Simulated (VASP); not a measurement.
# LiF (P6_3mc) in VASP: notebook

LiF is run at these levels: LDA; tasks: single point.

All numbers are computed with VASP 6.6.1; they aren't measurements. Logs are shortened: lines on timing, memory, paths and dates and some standing lists are left out, and cuts for length are marked.

### 1 The cell of the first run

It takes space group P6_3mc (No. 186, hexagonal). Conventional cell: a = 3.046 Å, b = 3.046 Å, c = 4.609 Å, α = 90.00°, β = 90.00°, γ = 120.00°. Li (site symmetry 3m) has 4 F at 1.81 to 1.83 Å within 2.4 Å. Within 2.4 Å of F (site symmetry 3m) lie 4 Li at 1.81 to 1.83 Å.

### 2 Single point, LDA

Contents of INCAR:

```
  ALGO = Normal
  EDIFF = 1E-6
  ENCUT = 520
  ISIF = 2
  ISMEAR = 0
  LASPH = T
  LCHARG = F
  LREAL = F
  LWAVE = F
  NBANDS = 18
  NELM = 60
  PREC = Accurate
  SIGMA = 0.05
```

Contents of KPOINTS:

```
k-points
0
Gamma
  9 9 6
```

Contents of POSCAR:

```
LiF
1.0
    3.0464146835      0.0000000000      0.0000000000
   -1.5232073417      2.6382725064      0.0000000000
    0.0000000000      0.0000000000      4.6092254161
Li F
2 2
Direct
    0.3333333333      0.6666666667      0.3839784076
    0.6666666667      0.3333333333      0.8839784076
    0.3333333333      0.6666666667      0.9910195924
    0.6666666667      0.3333333333      0.4910195924
```

Potentials or basis: VASP PAW LDA potentials, release 64 (Li_sv, F).

On the command line:

```
$ cat potpaw_LDA.64/Li_sv/POTCAR potpaw_LDA.64/F/POTCAR > POTCAR
$ mpirun -np 1 vasp_std > vasp.out
```

OUTCAR:

```text
EDIFF = 1E-6
   ENCUT = 520
   ISIF = 2
   ISMEAR = 0
   LASPH = T
   LREAL = F
   NELM = 60
   PREC = Accurate

 ion  position               nearest neighbor table
   1  0.333  0.667  0.384-   3 1.81   4 1.83   4 1.83   4 1.83
   2  0.667  0.333  0.884-   4 1.81   3 1.83   3 1.83   3 1.83
   3  0.333  0.667  0.991-   1 1.81   2 1.83   2 1.83   2 1.83
   4  0.667  0.333  0.491-   2 1.81   1 1.83   1 1.83   1 1.83

  LATTYP: Found a hexagonal cell.
 ALAT       =     3.0464146835
 C/A-ratio  =     1.5130000000

  Lattice vectors:

 A1 = (   3.0464146835,   0.0000000000,   0.0000000000)
 A2 = (  -1.5232073417,   2.6382725064,   0.0000000000)
 A3 = (   0.0000000000,   0.0000000000,   4.6092254161)

Analysis of symmetry for initial positions (statically):
=====================================================================
 Subroutine PRICEL returns:
 Original cell was already a primitive cell.

 Routine SETGRP: Setting up the symmetry group for a
 hexagonal supercell.

 Subroutine GETGRP returns: Found 12 space group operations
 (whereof  6 operations were pure point group operations)
 out of a pool of 24 trial point group operations.

The static configuration has the point symmetry C_3v.
 The point group associated with its full space group is C_6v.

Analysis of symmetry for dynamics (positions and initial velocities):
=====================================================================
 Subroutine PRICEL returns:
 Original cell was already a primitive cell.

 Routine SETGRP: Setting up the symmetry group for a
 hexagonal supercell.

 Subroutine GETGRP returns: Found 12 space group operations
 (whereof  6 operations were pure point group operations)
 out of a pool of 24 trial point group operations.

The dynamic configuration has the point symmetry C_3v.
 The point group associated with its full space group is C_6v.

 Subroutine INISYM returns: Found 12 space group operations
 (whereof  6 operations are pure point group operations),
 and found     1 'primitive' translations

----------------------------------------------------------------------------------------

                                     Primitive cell

  volume of cell :      37.0456

  direct lattice vectors                    reciprocal lattice vectors
     3.046414684  0.000000000  0.000000000     0.328254720  0.189517951  0.000000000
    -1.523207342  2.638272506  0.000000000     0.000000000  0.379035902  0.000000000
     0.000000000  0.000000000  4.609225416     0.000000000  0.000000000  0.216956193

  length of vectors
     3.046414684  3.046414683  4.609225416     0.379035902  0.379035902  0.216956193

  position of ions in fractional coordinates (direct lattice)
     0.333333333  0.666666667  0.383978408
     0.666666667  0.333333333  0.883978408
     0.333333333  0.666666667  0.991019592
     0.666666667  0.333333333  0.491019592

  ion indices of the primitive-cell ions
   primitive index   ion index
                 1           1
                 2           2
                 3           3
                 4           4

----------------------------------------------------------------------------------------

 KPOINTS: k-points

Automatic generation of k-mesh.
 Grid dimensions read from file:
 generate k-points for:    9    9    6

 Generating k-lattice:

  Cartesian coordinates                     Fractional coordinates (reciprocal lattice)
     0.036472747  0.021057550  0.000000000     0.111111111 -0.000000000  0.000000000
     0.000000000  0.042115100  0.000000000     0.000000000  0.111111111  0.000000000
     0.000000000  0.000000000  0.036159366     0.000000000  0.000000000  0.166666667

  Length of vectors
     0.042115100  0.042115100  0.036159366

  Shift w.r.t. Gamma in fractional coordinates (k-lattice)
     0.000000000  0.000000000  0.000000000

 Subroutine IBZKPT returns following result:
 ===========================================

 Found     48 irreducible k-points:

 Following reciprocal coordinates:
            Coordinates               Weight
[... 53 lines left out ...]
  band No.  band energies     occupation
      1     -41.5432      2.00000
      2     -41.4965      2.00000
      3     -21.4615      2.00000
      4     -21.2546      2.00000
      5      -4.5192      2.00000
      6      -3.9411      2.00000
[... 10 lines left out ...]
     17      17.7325      0.00000
     18      18.3613      0.00000

 k-point     8 :       0.3333    0.1111    0.0000
  band No.  band energies     occupation
      1     -41.5259      2.00000
      2     -41.4957      2.00000
      3     -21.4007      2.00000
      4     -21.2711      2.00000
      5      -4.5851      2.00000
      6      -4.0338      2.00000
[... 10 lines left out ...]
     17      17.1901      0.00000
     18      18.8688      0.00000
[... 229 lines left out ...]
     17      17.6260      0.00000
     18      18.3059      0.00000

 k-point    20 :       0.3333    0.1111    0.1667
  band No.  band energies     occupation
      1     -41.5238      2.00000
      2     -41.4976      2.00000
      3     -21.3938      2.00000
      4     -21.2814      2.00000
      5      -4.5549      2.00000
      6      -4.0210      2.00000
[... 10 lines left out ...]
     17      17.2332      0.00000
     18      18.8150      0.00000

 k-point    21 :       0.4444    0.1111    0.1667
  band No.  band energies     occupation
      1     -41.5161      2.00000
      2     -41.4983      2.00000
      3     -21.3636      2.00000
      4     -21.2939      2.00000
      5      -4.6844      2.00000
      6      -3.8723      2.00000
[... 10 lines left out ...]
     17      16.9956      0.00000
     18      19.0402      0.00000

 k-point    22 :       0.2222    0.2222    0.1667
  band No.  band energies     occupation
      1     -41.5252      2.00000
      2     -41.4976      2.00000
      3     -21.3996      2.00000
      4     -21.2785      2.00000
      5      -4.3862      2.00000
      6      -4.2606      2.00000
[... 10 lines left out ...]
     17      17.6873      0.00000
     18      18.7502      0.00000

 k-point    23 :       0.3333    0.2222    0.1667
  band No.  band energies     occupation
      1     -41.5129      2.00000
      2     -41.4989      2.00000
      3     -21.3541      2.00000
      4     -21.2956      2.00000
      5      -4.6677      2.00000
      6      -4.0181      2.00000
[... 10 lines left out ...]
     17      17.0512      0.00000
     18      19.1465      0.00000

 k-point    24 :       0.3333    0.3333    0.1667
  band No.  band energies     occupation
      1     -41.5040      2.00000
      2     -41.5040      2.00000
      3     -21.3197      2.00000
      4     -21.3197      2.00000
      5      -4.7449      2.00000
      6      -3.8059      2.00000
[... 10 lines left out ...]
     17      16.3979      0.00000
     18      19.1511      0.00000

 [... further k-points ...]

------------------------ aborting loop because EDIFF is reached ----------------------------------------

  FORCE on cell =-STRESS in cart. coord.  units (eV):
  Direction    XX          YY          ZZ          XY          YZ          ZX
  --------------------------------------------------------------------------------------
  -------------------------------------------------------------------------------------
  Total       -0.1859909     -0.1859909      0.1998889     -0.0000000     -0.0000000      0.0000000
  in kB       -8.0438803     -8.0438803      8.6449518     -0.0000000     -0.0000000      0.0000000
  external PRESSURE =      -2.4809363 kB  Pullay stress =       0.0000000 kB

 VOLUME and BASIS-vectors are now :
 -----------------------------------------------------------------------------
  energy-cutoff  :      520.00
  volume of cell :       37.05
      direct lattice vectors                 reciprocal lattice vectors
     3.046414684  0.000000000  0.000000000     0.328254720  0.189517951  0.000000000
    -1.523207342  2.638272506  0.000000000     0.000000000  0.379035902  0.000000000
     0.000000000  0.000000000  4.609225416     0.000000000  0.000000000  0.216956193

 POSITION                                       TOTAL-FORCE (eV/Angst)
 -----------------------------------------------------------------------------------
     -0.00000      1.75885      1.76984         0.000000     -0.000000      0.081579
      1.52321      0.87942      4.07446        -0.000000      0.000000      0.081579
     -0.00000      1.75885      4.56783         0.000000     -0.000000     -0.081579
      1.52321      0.87942      2.26322        -0.000000      0.000000     -0.081579
 -----------------------------------------------------------------------------------
    total drift:                               -0.000000     -0.000000     -0.001669

  FREE ENERGIE OF THE ION-ELECTRON SYSTEM (eV)
  ---------------------------------------------------
  free  energy   TOTEN  =       -20.8079755009 eV

  energy  without entropy=      -20.8079755009  energy(sigma->0) =      -20.80797550
```

Wall time 25 s (1 thread of Intel Xeon 8259CL, shared host); peak memory 0.15 GiB.

What came out:

| Item | Value |
| --- | --- |
| Free energy | -20.8080 eV |
| Largest force | 0.082 eV/Å |
| Band gap on the k mesh | 7.80 eV |

Forces on the atoms (eV/Å):
```
Li   0.000  0.000  0.082
Li   0.000  0.000  0.082
F    0.000  0.000 -0.082
F    0.000  0.000 -0.082
```

Caveat: the cutoff is under 1.25 times the usual one of these potentials, so pressure, stress and relaxed cells hold a basis-set (Pulay) error; an odd mesh through Γ misses points on the zone boundary, where band edges can lie.

### 3 Single point, LDA

This run uses another cell than the first one, of the same volume but with other edges.

Contents of INCAR:

```
PREC = Accurate
ENCUT = 520
EDIFF = 1E-6
ISMEAR = 0
SIGMA = 0.05
LREAL = False
LASPH = True
NELM = 100
ALGO = Normal
ISIF = 2
LWAVE = False
LCHARG = False
GGA = CA
NBANDS = 18
```

Contents of KPOINTS:

```
Automatic mesh
0
Gamma
  9 9 6
```

Contents of POSCAR:

```
LiF
1.0
    3.1154738578      0.0000000000      0.0000000000
   -1.5577369289      2.6980795057      0.0000000000
    0.0000000000      0.0000000000      4.4071493192
Li F
2 2
Direct
    0.3333333333      0.6666666667      0.3839784076
    0.6666666667      0.3333333333      0.8839784076
    0.3333333333      0.6666666667      0.9910195924
    0.6666666667      0.3333333333      0.4910195924
```

Potentials or basis: VASP PAW LDA potentials, release 64 (Li_sv, F).

On the command line:

```
$ cat potpaw_LDA.64/Li_sv/POTCAR potpaw_LDA.64/F/POTCAR > POTCAR
$ mpirun -np 1 vasp_std > vasp.out
```

It took 36 s on 1 thread of Intel Xeon 8259CL, shared host; peak memory 0.14 GiB.

Results (log left out):

| Property | Result |
| --- | --- |
| Free energy | -20.7514 eV |
| Largest force | 0.508 eV/Å |
| Band gap on the k mesh | 7.73 eV |

Forces on the atoms (eV/Å):
```
Li   0.000  0.000  0.508
Li   0.000  0.000  0.508
F    0.000  0.000 -0.508
F    0.000  0.000 -0.508
```

Levels at points of the mesh, in eV from the valence-band top:
| k point | band 6 | band 7 | band 8 | band 9 | band 10 | band 11 | band 12 | band 13 | band 14 | band 15 |
| --- | --- | --- | --- | --- | --- | --- | --- | --- | --- | --- |
| (0.00, 0.00, 0.00) | -0.83 | -0.83 | -0.30 | -0.30 | 0.00 | 7.73 | 12.69 | 16.07 | 17.67 | 17.67 |
| (0.00, 0.00, 0.50) | -1.30 | -0.57 | -0.57 | -0.57 | -0.57 | 9.61 | 9.61 | 17.93 | 17.93 | 17.93 |

Caveat: the cutoff is under 1.25 times the usual one of these potentials, so pressure, stress and relaxed cells hold a basis-set (Pulay) error; an odd mesh through Γ misses points on the zone boundary, where band edges can lie.

### 4 Single point, LDA

This run uses another cell than the first one, of the same volume but with other edges.

Contents of INCAR:

```
SYSTEM = LiF
PREC = Accurate ; ENCUT = 520
EDIFF = 1E-7 ; ISMEAR = 0
SIGMA = 0.05 ; LREAL = .FALSE.
LASPH = .TRUE. ; NELM = 60
ALGO = Normal ; ISIF = 2
LWAVE = .FALSE. ; LCHARG = .TRUE.
GGA = CA ; LELF = .TRUE.
LVHAR = .TRUE. ; NBANDS = 18
```

Contents of KPOINTS:

```
Automatic mesh
0
G
  9 9 6
  0 0 0
```

Contents of POSCAR:

```
LiF
1.0
    3.0976209951      0.0000000000      0.0000000000
   -1.5488104975      2.6826184730      0.0000000000
    0.0000000000      0.0000000000      4.4580961361
Li F
2 2
Direct
    0.3333333333      0.6666666667      0.3559038391
    0.6666666667      0.3333333333      0.8559038391
    0.3333333333      0.6666666667      0.9910195924
    0.6666666667      0.3333333333      0.4910195924
```

On the command line:

```
$ cat potpaw_LDA.64/Li_sv/POTCAR potpaw_LDA.64/F/POTCAR > POTCAR
$ mpirun -np 1 vasp_std > vasp.out
```

Run time: 40 s. Hardware: 1 thread of Intel Xeon 8259CL, shared host; peak memory 0.14 GiB.

The run converged. Its results:

```yaml
Free_energy: -20.5661 eV
Largest_force: 1.403 eV/Å
Band_gap_on_the_k_mesh: 7.87 eV
```

Forces on the atoms (eV/Å):
```
Li   0.000  0.000  1.403
Li   0.000  0.000  1.403
F    0.000  0.000 -1.403
F    0.000  0.000 -1.403
```

Levels at points of the mesh, in eV from the valence-band top:
```
           k point  band 7  band 8  band 9  band 10  band 11  band 12  band 13  band 14
(0.00, 0.00, 0.00)   -0.60   -0.08   -0.08     0.00     7.87    12.67    16.11    18.09
(0.00, 0.00, 0.50)   -0.34   -0.34   -0.34    -0.34     9.61     9.61    18.36    18.36
```

Caveat: the cutoff is under 1.25 times the usual one of these potentials, so pressure, stress and relaxed cells hold a basis-set (Pulay) error; an odd mesh through Γ misses points on the zone boundary, where band edges can lie; forces of over 1 eV/Å act on the atoms, so gaps and moduli don't describe the material at rest.

### 5 Single point, LDA

This run uses another cell than the first one, of the same volume but with other edges.

Contents of INCAR:

```
SYSTEM = LiF
PREC = Accurate
ENCUT = 520
EDIFF = 1E-7
ISMEAR = 0
SIGMA = 0.05
LREAL = .False.
LASPH = .True.
NELM = 60
ALGO = Normal
ISIF = 2
LWAVE = .False.
LCHARG = .False.
GGA = CA
NBANDS = 18
```

Contents of KPOINTS:

```
regular mesh
0
Gamma
  9 9 6
  0 0 0
```

Contents of POSCAR:

```
LiF
1.0
    2.9984347243      0.0000000000      0.0000000000
   -1.4992173621      2.5967206428      0.0000000000
    0.0000000000      0.0000000000      4.7579162205
Li F
2 2
Direct
    0.3333333333      0.6666666667      0.3371874601
    0.6666666667      0.3333333333      0.8371874601
    0.3333333333      0.6666666667      0.9910195924
    0.6666666667      0.3333333333      0.4910195924
```

On the command line:

```
$ cat potpaw_LDA.64/Li_sv/POTCAR potpaw_LDA.64/F/POTCAR > POTCAR
$ mpirun -np 1 vasp_std > vasp.out
```

Wall time 35 s (1 thread of Intel Xeon 8259CL, shared host); peak memory 0.14 GiB.

It converged, with:

```
Free energy            : -20.6200 eV
Largest force          : 1.236 eV/Å
Band gap on the k mesh : 7.88 eV
```

Forces in eV/Å, atoms in the order of the input:
```
Li   0.000  0.000  1.236
Li   0.000  0.000  1.236
F    0.000  0.000 -1.236
F    0.000  0.000 -1.236
```

Levels at points of the mesh, in eV from the valence-band top:
```tsv
k point	band 7	band 8	band 9	band 10	band 11	band 12	band 13	band 14
(0.00, 0.00, 0.00)	-0.37	-0.24	0.00	0.00	7.88	12.12	15.37	18.92
(0.00, 0.00, 0.50)	-0.19	-0.19	-0.19	-0.19	9.43	9.43	18.11	18.11
```

Caveat: the cutoff is under 1.25 times the usual one of these potentials, so pressure, stress and relaxed cells hold a basis-set (Pulay) error; an odd mesh through Γ misses points on the zone boundary, where band edges can lie; forces of over 1 eV/Å act on the atoms, so gaps and moduli don't describe the material at rest.

### 6 Single point, LDA

This run uses another cell than the first one, of the same volume but with other edges.

Contents of INCAR:

```
ALGO     = Normal         # electronic algorithm
EDIFF    = 1E-7           # SCF threshold, eV
ENCUT    = 520            # plane-wave cutoff, eV
GGA      = CA             # functional
ISIF     = 2              # what is computed and relaxed
ISMEAR   = 0              # smearing method
LASPH    = T              # aspherical terms in the spheres
LCHARG   = F              # write CHGCAR
LREAL    = F              # projectors in reciprocal space
LWAVE    = F              # write WAVECAR
NBANDS   = 18             # bands
NELM     = 100            # most SCF steps
PREC     = Accurate       # precision mode
SIGMA    = 0.05           # smearing width, eV
```

Contents of KPOINTS:

```
k-points
0
Gamma
  9 9 6
```

Contents of POSCAR:

```
LiF
1.0
    2.9830981508      0.0000000000      0.0000000000
   -1.4915490754      2.5834387805      0.0000000000
    0.0000000000      0.0000000000      4.8069643601
Li F
2 2
Direct
    0.3333333333      0.6666666667      0.3652620286
    0.6666666667      0.3333333333      0.8652620286
    0.3333333333      0.6666666667      0.9910195924
    0.6666666667      0.3333333333      0.4910195924
```

Potentials or basis: VASP PAW LDA potentials, release 64 (Li_sv, F).

On the command line:

```
$ cat potpaw_LDA.64/Li_sv/POTCAR potpaw_LDA.64/F/POTCAR > POTCAR
$ mpirun -np 1 vasp_std > vasp.out
```

Wall time 38 s (1 thread of Intel Xeon 8259CL, shared host); peak memory 0.14 GiB.

Results (log left out):

```
Free energy            : -20.8004 eV
Largest force          : 0.132 eV/Å
Band gap on the k mesh : 7.98 eV
```

Forces on the atoms (eV/Å):
```
Li   0.000  0.000  0.132
Li   0.000  0.000  0.132
F    0.000  0.000 -0.132
F    0.000  0.000 -0.132
```

Levels at points of the mesh, in eV from the valence-band top:
```csv
k point,band 8,band 9,band 10,band 11,band 12,band 13
"(0.00, 0.00, 0.00)",0.00,0.00,0.00,7.98,12.11,15.56
"(0.00, 0.00, 0.50)",-0.17,-0.17,-0.17,9.62,9.62,17.78
```

Caveat: the cutoff is under 1.25 times the usual one of these potentials, so pressure, stress and relaxed cells hold a basis-set (Pulay) error; an odd mesh through Γ misses points on the zone boundary, where band edges can lie.

### 7 The runs side by side

| cell | gap on the mesh (eV) | largest force (eV/Å) |
| --- | --- | --- |
| a = 3.046, b = 3.046, c = 4.609 Å, angles 90.0, 90.0, 120.0°, 4 atoms, atomic positions A | 7.80 | 0.08 |
| a = 3.115, b = 3.115, c = 4.407 Å, angles 90.0, 90.0, 120.0°, 4 atoms, atomic positions A | 7.73 | 0.51 |
| a = 3.098, b = 3.098, c = 4.458 Å, angles 90.0, 90.0, 120.0°, 4 atoms, atomic positions B | 7.87 | 1.40 |
| a = 2.998, b = 2.998, c = 4.758 Å, angles 90.0, 90.0, 120.0°, 4 atoms, atomic positions C | 7.88 | 1.24 |
| a = 2.983, b = 2.983, c = 4.807 Å, angles 90.0, 90.0, 120.0°, 4 atoms, atomic positions D | 7.98 | 0.13 |

Alike in all rows: task single point; level LDA; potentials or basis VASP PAW LDA potentials, release 64 (Li_sv, F); no spin polarisation; k mesh 9 × 9 × 6; cutoff (eV) 520; smearing gaussian 0.05 eV.

Caveats: the cutoff is under 1.25 times the usual one of these potentials, so pressure, stress and relaxed cells hold a basis-set (Pulay) error; an odd mesh through Γ misses points on the zone boundary, where band edges can lie; forces of over 1 eV/Å act on the atoms, so gaps and moduli don't describe the material at rest (at least some runs).

Total energies depend on the potentials used, so only differences within one code and one set of settings carry meaning.
